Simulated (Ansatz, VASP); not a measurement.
# CoH4: VASP beside Ansatz

```
CELL_PARAMETERS angstrom
4.92594 0.00000 0.00000
0.00000 4.92594 0.00000
0.00000 0.00000 2.27324
ATOMIC_POSITIONS crystal
Co 0.50000 0.50000 0.50000
H 0.66821 0.66821 0.00000
H 0.33179 0.33179 0.00000
H 0.33179 0.66821 0.00000
H 0.66821 0.33179 0.00000
```

Alike in both runs: functional PBE; k mesh 6 × 6 × 14; occupations gaussian, width 0.1 eV; no spin polarisation.

Ansatz relaxed the structure, and its values are those at the end. VASP's run is a single point on that final structure, the one shown.

|  | VASP | Ansatz |
| --- | --- | --- |
| version | VASP 6.6.1 | Ansatz 0.2.0 |
| potentials or method | VASP PAW PBE potentials, release 64 (Co, H), cutoff 520 eV | scalar-relativistic, plane waves, PAW |
| valence electrons in the cell | 13 | 21 |

Ansatz gave:

```
gap on the k mesh at the Fermi level (eV) : none
pressure (GPa)                            : 0.0
rms of the force components (eV/Å)        : 0.001
```

Q: What did VASP give for the same quantities?

A: gap on the k mesh at the Fermi level (eV): none; pressure (GPa): -0.2; rms of the force components (eV/Å): 0.004.

A gap of «none» marks a metal or a gap that the smearing closes. VASP's potentials hold 13 valence electrons a cell and Ansatz's 21, so a difference there can come from the potentials and not from the codes.
